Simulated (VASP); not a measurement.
# SiC (P6_3mc) in VASP: notebook, part 3 of 3

VASP 6.6.1. The steps go on from the part before.

**4. Electric field gradients, PBE**

This run uses another cell than the first one: it holds 32 atoms, not 4.

Input file INCAR:

```
SYSTEM = SiC
PREC     = Accurate       ! precision mode
ENCUT    = 520            ! plane-wave cutoff, eV
EDIFF    = 1E-8           ! SCF threshold, eV
ISMEAR   = 0              ! smearing method
SIGMA    = 0.01           ! smearing width, eV
LREAL    = Auto         
LASPH    = .True.         ! aspherical terms in the spheres
NELM     = 60             ! most SCF steps
ALGO     = Normal         ! electronic algorithm
ISIF     = 2              ! what is computed and relaxed
LWAVE    = .False.        ! write WAVECAR
LCHARG   = .False.        ! write CHGCAR
GGA      = PE             ! functional
LEFG     = .True.       
NBANDS   = 86             ! bands
```

Input file KPOINTS:

```
regular mesh
0
Gamma
  4 4 2
  0 0 0
```

Input file POSCAR:

```
SiC
1.0
    6.1520000000      0.0000000000      0.0000000000
   -3.0760000000      5.3277882840      0.0000000000
    0.0000000000      0.0000000000     10.0960000000
Si C
16 16
Direct
    0.1666666667      0.3333333333      0.0022474430
    0.1666666667      0.3333333333      0.5022474430
    0.1666666667      0.8333333333      0.0022474430
    0.1666666667      0.8333333333      0.5022474430
    0.6666666667      0.3333333333      0.0022474430
    0.6666666667      0.3333333333      0.5022474430
    0.6666666667      0.8333333333      0.0022474430
    0.6666666667      0.8333333333      0.5022474430
    0.3333333333      0.1666666667      0.2522474430
    0.3333333333      0.1666666667      0.7522474430
    0.3333333333      0.6666666667      0.2522474430
    0.3333333333      0.6666666667      0.7522474430
    0.8333333333      0.1666666667      0.2522474430
    0.8333333333      0.1666666667      0.7522474430
    0.8333333333      0.6666666667      0.2522474430
    0.8333333333      0.6666666667      0.7522474430
    0.1666666667      0.3333333333      0.1902525570
    0.1666666667      0.3333333333      0.6902525570
    0.1666666667      0.8333333333      0.1902525570
    0.1666666667      0.8333333333      0.6902525570
    0.6666666667      0.3333333333      0.1902525570
    0.6666666667      0.3333333333      0.6902525570
    0.6666666667      0.8333333333      0.1902525570
    0.6666666667      0.8333333333      0.6902525570
    0.3333333333      0.1666666667      0.4402525570
    0.3333333333      0.1666666667      0.9402525570
    0.3333333333      0.6666666667      0.4402525570
    0.3333333333      0.6666666667      0.9402525570
    0.8333333333      0.1666666667      0.4402525570
    0.8333333333      0.1666666667      0.9402525570
    0.8333333333      0.6666666667      0.4402525570
    0.8333333333      0.6666666667      0.9402525570
```

Potentials or basis: VASP PAW PBE potentials, release 64 (Si, C).

The run is started by

```console
$ cat potpaw_PBE.64/Si/POTCAR potpaw_PBE.64/C/POTCAR > POTCAR
$ mpirun -np 1 vasp_std > vasp.out
```

OUTCAR:

```text
SYSTEM = SiC
   PREC = Accurate
   ENCUT = 520
   EDIFF = 1E-8
   ISMEAR = 0
   LREAL = Auto
   LASPH = .True.
   NELM = 60
   ISIF = 2
   GGA = PE

 ion  position               nearest neighbor table
   1  0.167  0.333  0.002-  26 1.88  28 1.88  30 1.88  17 1.90   3 3.08   7 3.08   3 3.08   7 3.08
                             5 3.08   5 3.08  10 3.09   9 3.09  12 3.09  11 3.09  14 3.09  13 3.09
   2  0.167  0.333  0.502-  25 1.88  27 1.88  29 1.88  18 1.90   4 3.08   8 3.08   4 3.08   8 3.08
                             6 3.08   6 3.08  10 3.09   9 3.09  12 3.09  11 3.09  14 3.09  13 3.09
   3  0.167  0.833  0.002-  28 1.88  26 1.88  32 1.88  19 1.90   1 3.08   5 3.08   1 3.08   5 3.08
                             7 3.08   7 3.08  12 3.09  11 3.09  10 3.09   9 3.09  16 3.09  15 3.09
   4  0.167  0.833  0.502-  27 1.88  25 1.88  31 1.88  20 1.90   2 3.08   6 3.08   2 3.08   6 3.08
                             8 3.08   8 3.08  12 3.09  11 3.09  10 3.09   9 3.09  16 3.09  15 3.09
   5  0.667  0.333  0.002-  30 1.88  32 1.88  26 1.88  21 1.90   3 3.08   7 3.08   7 3.08   3 3.08
                             1 3.08   1 3.08  14 3.09  13 3.09  16 3.09  15 3.09  10 3.09   9 3.09
   6  0.667  0.333  0.502-  29 1.88  31 1.88  25 1.88  22 1.90   4 3.08   8 3.08   8 3.08   4 3.08
                             2 3.08   2 3.08  14 3.09  13 3.09  16 3.09  15 3.09  10 3.09   9 3.09
   7  0.667  0.833  0.002-  32 1.88  30 1.88  28 1.88  23 1.90   1 3.08   5 3.08   5 3.08   1 3.08
                             3 3.08   3 3.08  16 3.09  15 3.09  14 3.09  13 3.09  12 3.09  11 3.09
   8  0.667  0.833  0.502-  31 1.88  29 1.88  27 1.88  24 1.90   2 3.08   6 3.08   6 3.08   2 3.08
                             4 3.08   4 3.08  16 3.09  15 3.09  14 3.09  13 3.09  12 3.09  11 3.09
   9  0.333  0.167  0.252-  17 1.88  19 1.88  21 1.88  25 1.90  11 3.08  15 3.08  11 3.08  15 3.08
[... 38 lines left out ...]
 A1 = (   6.1520000000,   0.0000000000,   0.0000000000)
 A2 = (  -3.0760000000,   5.3277882840,   0.0000000000)
 A3 = (   0.0000000000,   0.0000000000,  10.0960000000)

Analysis of symmetry for initial positions (statically):
=====================================================================
 Subroutine PRICEL returns following result:

  LATTYP: Found a hexagonal cell.
 ALAT       =     3.0760000000
 C/A-ratio  =     1.6410923277

  Lattice vectors:

 A1 = (   3.0760000000,   0.0000000000,   0.0000000000)
 A2 = (  -1.5380000000,   2.6638941420,   0.0000000000)
 A3 = (   0.0000000000,   0.0000000000,   5.0480000000)

[... 834 lines left out ...]
      0.00000      1.77593      5.07069        -0.000000     -0.000000      0.020046
     -1.53800      4.43982      0.02269        -0.000000     -0.000000      0.020046
     -1.53800      4.43982      5.07069        -0.000000     -0.000000      0.020046
      3.07600      1.77593      0.02269        -0.000000     -0.000000      0.020046
      3.07600      1.77593      5.07069        -0.000000     -0.000000      0.020046
[... 24 lines left out ...]
      3.07600      3.55186      4.44479        -0.000000     -0.000000     -0.020046
      3.07600      3.55186      9.49279         0.000000     -0.000000     -0.020046
 -----------------------------------------------------------------------------------
    total drift:                               -0.000000     -0.000000     -0.099981

  FREE ENERGIE OF THE ION-ELECTRON SYSTEM (eV)
  ---------------------------------------------------
  free  energy   TOTEN  =      -240.8383182814 eV

  energy  without entropy=     -240.8383182814  energy(sigma->0) =     -240.83831828

 Electric field gradients (V/A^2)
---------------------------------------------------------------------
 ion       V_xx      V_yy      V_zz      V_xy      V_xz      V_yz
---------------------------------------------------------------------
   1      -1.827    -1.827     3.654    -0.000     0.000    -0.000
   2      -1.827    -1.827     3.654    -0.000     0.000    -0.000
   3      -1.827    -1.827     3.654    -0.000     0.000    -0.000
   4      -1.827    -1.827     3.654    -0.000     0.000    -0.000
   5      -1.827    -1.827     3.654    -0.000     0.000    -0.000
   6      -1.827    -1.827     3.654    -0.000     0.000    -0.000
[... 24 lines left out ...]
  31      -1.087    -1.087     2.173    -0.000    -0.000     0.000
  32      -1.087    -1.087     2.173    -0.000    -0.000     0.000
---------------------------------------------------------------------

 Electric field gradients after diagonalization (V/A^2)
 (convention: |V_zz| > |V_xx| > |V_yy|)
----------------------------------------------------------------------
 ion       V_xx      V_yy      V_zz     asymmetry (V_yy - V_xx)/ V_zz
----------------------------------------------------------------------
   1      -1.827    -1.827     3.654       0.000
   2      -1.827    -1.827     3.654       0.000
   3      -1.827    -1.827     3.654       0.000
   4      -1.827    -1.827     3.654       0.000
   5      -1.827    -1.827     3.654       0.000
   6      -1.827    -1.827     3.654       0.000
[... 24 lines left out ...]
  31      -1.087    -1.086     2.173       0.000
  32      -1.087    -1.086     2.173       0.000
----------------------------------------------------------------------

           NMR quadrupolar parameters

 Cq : quadrupolar parameter    Cq=e*Q*V_zz/h
 eta: asymmetry parameters     (V_yy - V_xx)/ V_zz
 Q  : nuclear electric quadrupole moment in mb (millibarn)
----------------------------------------------------------------------
 ion       Cq(MHz)       eta       Q (mb)
----------------------------------------------------------------------
   1       0.009       0.000       1.000
   2       0.009       0.000       1.000
   3       0.009       0.000       1.000
   4       0.009       0.000       1.000
   5       0.009       0.000       1.000
   6       0.009       0.000       1.000
[... 24 lines left out ...]
  31       0.005       0.000       1.000
  32       0.005       0.000       1.000
----------------------------------------------------------------------
```

Run time: 5.4 min. Hardware: 1 thread of Intel Xeon Platinum 8488C (Sapphire Rapids), shared host; peak memory 0.48 GiB.

Results:

- Free energy: -240.8383 eV
- Pressure: 3.3 GPa
- Largest force: 0.020 eV/Å
- Band gap on the k mesh: 2.53 eV
- Largest electric field gradient by atom: Si +3.7; C +2.2 V/Å²

Forces in eV/Å, atoms in the order of the input:
```
Si   0.000  0.000  0.020
Si   0.000  0.000  0.020
Si   0.000  0.000  0.020
Si   0.000  0.000  0.020
Si   0.000  0.000  0.020
Si   0.000  0.000  0.020
Si   0.000  0.000  0.020
Si   0.000  0.000  0.020
Si   0.000  0.000  0.020
Si   0.000  0.000  0.020
Si   0.000  0.000  0.020
Si   0.000  0.000  0.020
Si   0.000  0.000  0.020
Si   0.000  0.000  0.020
Si   0.000  0.000  0.020
Si   0.000  0.000  0.020
C    0.000  0.000 -0.020
C    0.000  0.000 -0.020
C    0.000  0.000 -0.020
C    0.000  0.000 -0.020
C    0.000  0.000 -0.020
C    0.000  0.000 -0.020
C    0.000  0.000 -0.020
C    0.000  0.000 -0.020
C    0.000  0.000 -0.020
C    0.000  0.000 -0.020
C    0.000  0.000 -0.020
C    0.000  0.000 -0.020
C    0.000  0.000 -0.020
C    0.000  0.000 -0.020
C    0.000  0.000 -0.020
C    0.000  0.000 -0.020
```

Stress tensor (GPa, compression positive):
```
3.40 0.00 0.00
0.00 3.40 0.00
0.00 0.00 3.14
```

Levels at points of the mesh, in eV from the valence-band top:
```
           k point  band 62  band 63  band 64  band 65  band 66  band 67
(0.00, 0.00, 0.00)    -0.10     0.00     0.00     2.78     2.78     2.78
(0.50, 0.00, 0.00)    -1.01    -0.61    -0.61     3.16     3.16     4.05
(0.00, 0.00, 0.50)    -0.22    -0.22    -0.22     3.10     3.10     3.10
(0.50, 0.00, 0.50)    -0.98    -0.98    -0.98     3.94     3.94     3.94
```

Electric field gradients, principal values (V/Å²):
| atom | least | middle | greatest (by size) |
| --- | --- | --- | --- |
| 1 Si | -1.827 | -1.827 | 3.654 |
| 2 Si | -1.827 | -1.827 | 3.654 |
| 3 Si | -1.827 | -1.827 | 3.654 |
| 4 Si | -1.827 | -1.827 | 3.654 |
| 5 Si | -1.827 | -1.827 | 3.654 |
| 6 Si | -1.827 | -1.827 | 3.654 |
| 7 Si | -1.827 | -1.827 | 3.654 |
| 8 Si | -1.827 | -1.827 | 3.654 |
| 9 Si | -1.827 | -1.827 | 3.654 |
| 10 Si | -1.827 | -1.827 | 3.654 |
| 11 Si | -1.827 | -1.827 | 3.654 |
| 12 Si | -1.827 | -1.827 | 3.654 |
| 13 Si | -1.827 | -1.827 | 3.654 |
| 14 Si | -1.827 | -1.827 | 3.654 |
| 15 Si | -1.827 | -1.827 | 3.654 |
| 16 Si | -1.827 | -1.827 | 3.654 |
| 17 C | -1.086 | -1.087 | 2.173 |
| 18 C | -1.086 | -1.087 | 2.173 |
| 19 C | -1.086 | -1.087 | 2.173 |
| 20 C | -1.086 | -1.087 | 2.173 |
| 21 C | -1.086 | -1.087 | 2.173 |
| 22 C | -1.086 | -1.087 | 2.173 |
| 23 C | -1.086 | -1.087 | 2.173 |
| 24 C | -1.086 | -1.087 | 2.173 |
| 25 C | -1.086 | -1.087 | 2.173 |
| 26 C | -1.086 | -1.087 | 2.173 |
| 27 C | -1.086 | -1.087 | 2.173 |
| 28 C | -1.086 | -1.087 | 2.173 |
| 29 C | -1.086 | -1.087 | 2.173 |
| 30 C | -1.086 | -1.087 | 2.173 |
| 31 C | -1.086 | -1.087 | 2.173 |
| 32 C | -1.086 | -1.087 | 2.173 |

Caveat: the cell stands under pressure; without QUAD_EFG the Cq values of the log hold for a quadrupole moment of 1 mb, not for the nuclei. A k mesh can miss the band edges.

**5. Overview**

| task | level | potentials or basis | cell | k mesh | smearing | gap on the mesh (eV) | pressure (GPa) | largest force (eV/Å) |
| --- | --- | --- | --- | --- | --- | --- | --- | --- |
| electric field gradients | LDA | VASP PAW LDA potentials, release 64 (Si, C) | a = 3.076, b = 3.076, c = 5.048 Å, angles 90.0, 90.0, 120.0°, 4 atoms, atomic positions A | 10 × 10 × 6 | fermi-dirac 0.02 eV | 2.31 | -3.9 | 0.01 |
| dielectric tensor | PBE | VASP PAW PBE potentials, release 64 (Si, C) | a = 3.076, b = 3.076, c = 5.048 Å, angles 90.0, 90.0, 120.0°, 4 atoms, atomic positions A | 10 × 10 × 6 | gaussian 0.01 eV | 2.44 | - | - |
| electric field gradients | PBE | VASP PAW PBE potentials, release 64 (Si, C) | a = 6.152, b = 6.152, c = 10.096 Å, angles 90.0, 90.0, 120.0°, 32 atoms, atomic positions B | 4 × 4 × 2 | gaussian 0.01 eV | 2.53 | 3.3 | 0.02 |

Alike in all rows: no spin polarisation; cutoff (eV) 520.

Caveats: the cell stands under tension (at least some runs); the cell stands under pressure (at least some runs).

Total energies depend on the potentials used, so only differences within one code and one set of settings carry meaning.
